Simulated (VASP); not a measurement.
# Mg3NbO2 (P-6m2) in VASP: relaxation of cell and atoms with PBE

Aim: the relaxation of cell and atoms of Mg3NbO2 with PBE.

All numbers are computed with VASP 6.6.1; they aren't measurements. Logs are shortened: lines on timing, memory, paths and dates and some standing lists are left out, and cuts for length are marked.

**1. The cell of the first run**

The structure is hexagonal, space group P-6m2 (No. 187). The conventional cell has a = 4.741 Å, b = 4.741 Å, c = 4.213 Å, α = 90.00°, β = 90.00°, γ = 120.00°. Mg (site symmetry mm2) has 1 O at 1.53 Å within 2.0 Å. Nb (site symmetry -6m2) has 5 O at 2.11 to 2.74 Å and 6 Mg at 2.60 Å within 2.8 Å. O (site symmetry -6m2) has 3 Mg at 1.53 Å within 2.0 Å. Within 3.6 Å of O (site symmetry -6m2) lie 3 Nb at 2.74 Å and 12 Mg at 3.18 Å and 6 O at 3.45 Å.

The cell was generated, and may not be a known phase.

**2. Relaxation of cell and atoms, PBE**

INCAR reads:

```
ALGO = Normal ; EDIFF = 1E-7
EDIFFG = -0.04 ; ENCUT = 750
GGA = PE ; GGA_COMPAT = False
IBRION = 2 ; ISIF = 3
ISMEAR = 0 ; LASPH = True
LCHARG = False ; LREAL = False
LWAVE = False ; NELM = 120
NELMIN = 4 ; NSW = 90
PREC = Accurate ; SIGMA = 0.1
```

KPOINTS reads:

```
k-points
0
Gamma
  6 6 4
```

POSCAR reads:

```
Mg3NbO2
1.0
    4.7412716900      0.0000000000      0.0000000000
   -2.3706358500      4.1060617300      0.0000000000
    0.0000000000      0.0000000000      4.2129304000
Mg Nb O
3 1 2
Direct
    0.5197700900      0.4802299100      0.5000000000
    0.5197700900      0.0395401900      0.5000000000
    0.9604598100      0.4802299100      0.5000000000
    0.3333333300      0.6666666700      0.0000000000
    0.3333333300      0.6666666700      0.5000000000
    0.0000000000      0.0000000000      0.0000000000
```

Potentials or basis: VASP PAW PBE potentials, release 64 (Mg_sv, Nb_sv, O).

The run is started by

```console
> cat potpaw_PBE.64/Mg_sv/POTCAR potpaw_PBE.64/Nb_sv/POTCAR potpaw_PBE.64/O/POTCAR > POTCAR
> mpirun -np 1 vasp_std > vasp.out
```

OUTCAR:

```text
EDIFF = 1E-7
   EDIFFG = -0.04
   ENCUT = 750
   GGA = PE
   IBRION = 2
   ISIF = 3
   ISMEAR = 0
   LASPH = True
   LREAL = False
   NELM = 120
   NELMIN = 4
   NSW = 90
   PREC = Accurate

 ion  position               nearest neighbor table
   1  0.520  0.480  0.500-   5 1.53   3 2.09   2 2.09   4 2.60   4 2.60
   2  0.520  0.040  0.500-   5 1.53   3 2.09   1 2.09   4 2.60   4 2.60
   3  0.960  0.480  0.500-   5 1.53   2 2.09   1 2.09   4 2.60   4 2.60
   4  0.333  0.667  0.000-   5 2.11   5 2.11   3 2.60   3 2.60   2 2.60   2 2.60   1 2.60   1 2.60

   5  0.333  0.667  0.500-   3 1.53   2 1.53   1 1.53   4 2.11   4 2.11
   6  0.000  0.000  0.000-

  LATTYP: Found a hexagonal cell.
 ALAT       =     4.7412716900
 C/A-ratio  =     0.8885654895

  Lattice vectors:

 A1 = (   4.7412716900,   0.0000000000,   0.0000000000)
 A2 = (  -2.3706358500,   4.1060617300,   0.0000000000)
 A3 = (   0.0000000000,   0.0000000000,   4.2129304000)

Analysis of symmetry for initial positions (statically):
=====================================================================
 Subroutine PRICEL returns:
 Original cell was already a primitive cell.

 Routine SETGRP: Setting up the symmetry group for a
 hexagonal supercell.

 Subroutine GETGRP returns: Found 12 space group operations
 (whereof 12 operations were pure point group operations)
 out of a pool of 24 trial point group operations.

The static configuration has the point symmetry D_3h.

Analysis of symmetry for dynamics (positions and initial velocities):
=====================================================================
 Subroutine PRICEL returns:
 Original cell was already a primitive cell.

 Routine SETGRP: Setting up the symmetry group for a
 hexagonal supercell.

 Subroutine GETGRP returns: Found 12 space group operations
 (whereof 12 operations were pure point group operations)
 out of a pool of 24 trial point group operations.

The dynamic configuration has the point symmetry D_3h.

 Subroutine INISYM returns: Found 12 space group operations
 (whereof 12 operations are pure point group operations),
 and found     1 'primitive' translations

----------------------------------------------------------------------------------------

                                     Primitive cell

  volume of cell :      82.0171

  direct lattice vectors                    reciprocal lattice vectors
     4.741271690  0.000000000  0.000000000     0.210913878  0.121771185  0.000000000
    -2.370635850  4.106061730  0.000000000     0.000000000  0.243542369  0.000000000
     0.000000000  0.000000000  4.212930400     0.000000000  0.000000000  0.237364472

  length of vectors
     4.741271690  4.741271693  4.212930400     0.243542369  0.243542369  0.237364472

  position of ions in fractional coordinates (direct lattice)
     0.519770090  0.480229910  0.500000000
     0.519770090  0.039540190  0.500000000
     0.960459810  0.480229910  0.500000000
     0.333333330  0.666666670  0.000000000
     0.333333330  0.666666670  0.500000000
     0.000000000  0.000000000  0.000000000

  ion indices of the primitive-cell ions
   primitive index   ion index
                 1           1
                 2           2
                 3           3
                 4           4
                 5           5
                 6           6

----------------------------------------------------------------------------------------

 KPOINTS: k-points

Automatic generation of k-mesh.
 Grid dimensions read from file:
 generate k-points for:    6    6    4

 Generating k-lattice:

  Cartesian coordinates                     Fractional coordinates (reciprocal lattice)
     0.035152313  0.020295197  0.000000000     0.166666667  0.000000000  0.000000000
     0.000000000  0.040590395  0.000000000     0.000000000  0.166666667  0.000000000
     0.000000000  0.000000000  0.059341118     0.000000000  0.000000000  0.250000000

  Length of vectors
     0.040590395  0.040590395  0.059341118

  Shift w.r.t. Gamma in fractional coordinates (k-lattice)
     0.000000000  0.000000000  0.000000000

 Subroutine IBZKPT returns following result:
 ===========================================

 Found     21 irreducible k-points:

 Following reciprocal coordinates:
            Coordinates               Weight
  0.000000  0.000000  0.000000      1.000000
  0.166667  0.000000  0.000000      6.000000
  0.333333  0.000000  0.000000      6.000000
  0.500000  0.000000  0.000000      3.000000
  0.166667  0.166667  0.000000      6.000000
  0.333333  0.166667  0.000000     12.000000
[... 13 lines left out ...]
  0.333333  0.166667  0.500000     12.000000
  0.333333  0.333333  0.500000      2.000000
   k-points           NKPTS =     21   k-points in BZ     NKDIM =     21   number of bands    NBANDS=     33
   number of dos      NEDOS =    301   number of ions     NIONS =      6
   total plane-waves  NPLWV =  70560
   dimension x,y,z NGX =    42 NGY =   42 NGZ =   40
   dimension x,y,z NGXF=    84 NGYF=   84 NGZF=   80
   ions per type =               3   1   2
   NGX,Y,Z   is equivalent  to a cutoff of  14.73, 14.73, 15.78 a.u.
   NGXF,Y,Z  is equivalent  to a cutoff of  29.45, 29.45, 31.57 a.u.
 SYSTEM =  unknown system
   PREC   = accura    normal or accurate (medium, high low for compatibility)
   ISTART =      0    job   : 0-new  1-cont  2-samecut
   ICHARG =      2    charge: 1-file 2-atom 10-const
   ISPIN  =      1    spin polarized calculation?
   LNONCOLLINEAR =      F non collinear calculations
   LSORBIT =      F    spin-orbit coupling
   LASPH  =      T    aspherical Exc in radial PAW
   ENCUT  =  750.0 eV  55.12 Ry    7.42 a.u.  10.59 10.59  9.41*2*pi/ulx,y,z
   NELM   =    120;   NELMIN=  4; NELMDL= -5     # of ELM steps
   EDIFF  = 0.1E-06   stopping-criterion for ELM
   LREAL  =      F    real-space projection
   EDIFFG = -.4E-01   stopping-criterion for IOM
   NSW    =     90    number of steps for IOM
   IBRION =      2    ionic relax: 0-MD 1-quasi-New 2-CG
   NFREE  =      1    steps in history (QN), initial steepest desc. (CG)
   ISIF   =      3    stress and relaxation
   ISYM   =      2    0-nonsym 1-usesym 2-fastsym
   POTIM  = 0.5000    time-step for ionic-motion
   TEBEG  =    0.0;   TEEND  =   0.0 temperature during run
   PSTRESS=    0.0 pullay stress
   NELECT =      55.0000    total number of electrons
   NUPDOWN=      -1.0000    fix difference up-down
   EMIN   =  10.00;   EMAX   =-10.00  energy-range for DOS
   EFERMI =   0.00;   METHOD = LEGACY
   ISMEAR =     0;   SIGMA  =   0.10  broadening in eV -4-tet -1-fermi 0-gaus
   EFERMI_NEDOS =   21; number of points for ismear=-14 and -15
   IALGO  =     38    algorithm
   IMIX   =      4    mixing-type and parameters
     AMIX     =   0.40;   BMIX     =  1.00
     AMIX_MAG =   1.60;   BMIX_MAG =  1.00
  volume/ion in A,a.u.               =      13.67        92.25
  Fermi-wavevector in a.u.,A,eV,Ry     =   1.432938  2.707861 27.937013  2.053313
  Thomas-Fermi vector in A             =   2.552511
   LORBIT       =      0    0 simple, 1 ext, 2 COOP (PROOUT), +10 PAW based schemes
   GGA     = PE    functional components
   LHFCALC =     F    Hartree Fock is set to
   AEXX    =    0.0000 exact exchange contribution
   IVDW    =     0    specifies the selected vdW correction
   LEPSILON=     F    determine dielectric tensor
   LRPA    =     F    only Hartree local field effects (RPA)
 conjugate gradient relaxation of ions
 non-spin polarized calculation
 Gauss-broadening in eV      SIGMA  =   0.10
  energy-cutoff  :      750.00
  volume of cell :       82.02
 maximum number of plane-waves:      3859
   NGX = 21   NGY = 21   NGZ = 19

--------------------------------------- Ionic step        1  -------------------------------------------

 number of electron      54.9999985 magnetization

 Free energy of the ion-electron system (eV)
  ---------------------------------------------------
  ext. energy  EPLUGINS =         0.00000000
  ---------------------------------------------------
  free energy    TOTEN  =       -13.16453860 eV

  energy without entropy =      -13.15685415  energy(sigma->0) =      -13.16069637

 E-fermi :   5.9896     XC(G=0): -10.5403

 val. band max:        5.9558051233   @ k =   0.1667   0.1667   0.5000
 cond. band min:       6.0466266099   @ k =   0.5000   0.0000   0.0000
 fundamental gap:      0.0908214866
 Fermi energy:         5.9896287857

 k-point     1 :       0.0000    0.0000    0.0000
  band No.  band energies     occupation
      1     -70.5600      2.00000
      2     -70.4105      2.00000
      3     -70.4105      2.00000
      4     -49.3344      2.00000
      5     -38.0205      2.00000
      6     -37.4588      2.00000
[... 858 lines left out ...]
  FREE ENERGIE OF THE ION-ELECTRON SYSTEM (eV)
  ---------------------------------------------------
  free  energy   TOTEN  =       -18.5457433431 eV

  energy  without entropy=      -18.4998292786  energy(sigma->0) =      -18.52278631

[... ionic steps 4 to 12 ...]

--------------------------------------- Ionic step       13  -------------------------------------------

 number of electron      54.9999991 magnetization

------------------------ aborting loop because EDIFF is reached ----------------------------------------

  FORCE on cell =-STRESS in cart. coord.  units (eV):
  Direction    XX          YY          ZZ          XY          YZ          ZX
  --------------------------------------------------------------------------------------
  -------------------------------------------------------------------------------------
  Total       -0.4225245     -0.4225245     -0.5109181      0.0000000      0.0000000      0.0000000
  in kB       -5.1514035     -5.1514035     -6.2290950      0.0000000      0.0000000      0.0000000
  external PRESSURE =      -5.5106340 kB  Pullay stress =       0.0000000 kB
[... 65 lines left out ...]
  energy  without entropy=      -22.1518356051  energy(sigma->0) =      -22.17106124

--------------------------------------- Ionic step       15  -------------------------------------------

 number of electron      54.9999979 magnetization

 Free energy of the ion-electron system (eV)
  ---------------------------------------------------
  ext. energy  EPLUGINS =         0.00000000
  ---------------------------------------------------
  free energy    TOTEN  =       -22.19080307 eV

  energy without entropy =      -22.15263823  energy(sigma->0) =      -22.17172065

 E-fermi :   2.1348     XC(G=0):  -8.5749

 val. band max:        2.1244778652   @ k =   0.3333   0.1667   0.2500
 cond. band min:       2.1368285607   @ k =   0.5000   0.0000   0.0000
 fundamental gap:      0.0123506955
 Fermi energy:         2.1347971380

 k-point     1 :       0.0000    0.0000    0.0000
  band No.  band energies     occupation
      1     -74.2038      2.00000
      2     -74.1911      2.00000
      3     -74.1911      2.00000
      4     -53.0705      2.00000
      5     -41.0237      2.00000
      6     -41.0183      2.00000
[... 778 lines left out ...]
  FREE ENERGIE OF THE ION-ELECTRON SYSTEM (eV)
  ---------------------------------------------------
  free  energy   TOTEN  =       -22.1908030651 eV

  energy  without entropy=      -22.1526382281  energy(sigma->0) =      -22.17172065

 reached required accuracy - stopping structural energy minimisation
```

Run time: 24 min. Hardware: 1 thread of Intel Xeon Platinum 8259CL at 2.50GHz (Skylake/Cascade Lake), shared host; peak memory 0.32 GiB.

Results:

```
Free energy                           : -22.1908 eV
Relaxed volume                        : 21.75 Å³/atom
Relaxed cell                          : a = 6.105 Å, b = 6.105 Å, c = 4.043 Å, α = 90.00°, β = 90.00°, γ = 120.00°
Space group after relaxing (to 0.1 Å) : P-6m2 (No. 187)
Energy gained by relaxing             : 1504.4 meV/atom
Ionic steps                           : 15
Pressure after relaxing               : 0.0 GPa
Largest force after relaxing          : 0.004 eV/Å
Band gap on the k mesh                : zero (an odd number of electrons rules out a gap without spin polarisation)
```

Forces in eV/Å, atoms in the order of the input:
```
Mg  -0.004  0.002  0.000
Mg   0.000 -0.004  0.000
Mg   0.004  0.002  0.000
Nb   0.000  0.000  0.000
O    0.000  0.000  0.000
O    0.000  0.000  0.000
```

The path:
```csv
step,energy change (eV),largest force (eV/Å),pressure (GPa),volume (Å³)
1,0.0000,6.0363,66.96,82.02
2,-1.9607,9.5796,-10.03,168.13
3,-5.3812,9.0514,9.09,115.83
4,-6.6713,0.8923,-16.60,168.57
5,-8.6209,0.6482,-5.69,143.15
6,-8.6369,0.8652,-4.97,141.36
7,-8.6380,0.9806,-4.61,140.45
8,-8.9071,0.2473,1.59,128.05
9,-8.9092,0.1386,1.01,129.00
10,-8.9854,0.2383,0.75,129.47
11,-9.0176,0.3493,0.60,129.91
12,-9.0178,0.3419,0.60,129.89
13,-9.0246,0.0619,-0.55,131.41
14,-9.0257,0.0462,-0.24,130.99
15,-9.0263,0.0043,0.02,130.52
```

Final structure:
```cif
data_structure
_symmetry_space_group_name_H-M 'P 1'
_symmetry_Int_Tables_number 1
_cell_length_a 6.1051
_cell_length_b 6.1051
_cell_length_c 4.0434
_cell_angle_alpha 90.000
_cell_angle_beta 90.000
_cell_angle_gamma 120.000
_cell_volume 130.52
loop_
_atom_site_label
_atom_site_type_symbol
_atom_site_fract_x
_atom_site_fract_y
_atom_site_fract_z
_atom_site_occupancy
Mg1 Mg 0.52232 0.47768 0.50000 1
Mg2 Mg 0.52232 0.04465 0.50000 1
Mg3 Mg 0.95535 0.47768 0.50000 1
Nb1 Nb 0.33333 0.66667 0.00000 1
O1 O 0.33333 0.66667 0.50000 1
O2 O 0.00000 0.00000 0.00000 1
```

Levels at points of the mesh, in eV from the Fermi level:
```tsv
k point	band 25	band 26	band 27	band 28	band 29	band 30
(0.00, 0.00, 0.00)	-0.59	-0.59	-0.51	-0.10	-0.10	0.29
(0.50, 0.00, 0.00)	-0.84	-0.61	-0.47	-0.37	-0.29	0.00
(0.00, 0.00, 0.50)	-1.28	-0.73	0.24	0.24	1.43	1.43
(0.50, 0.00, 0.50)	-1.16	-0.53	0.07	0.16	1.12	1.13
```

Caveat: the k points lie up to 0.39 Å⁻¹ apart in the final cell, too coarse for converged energies and pressures of a metal; the volume moved by over 15 % at a fixed basis, so the end points are rough; an odd number of electrons without spin polarisation forces a metal; a magnetic or distorted state may lie lower.
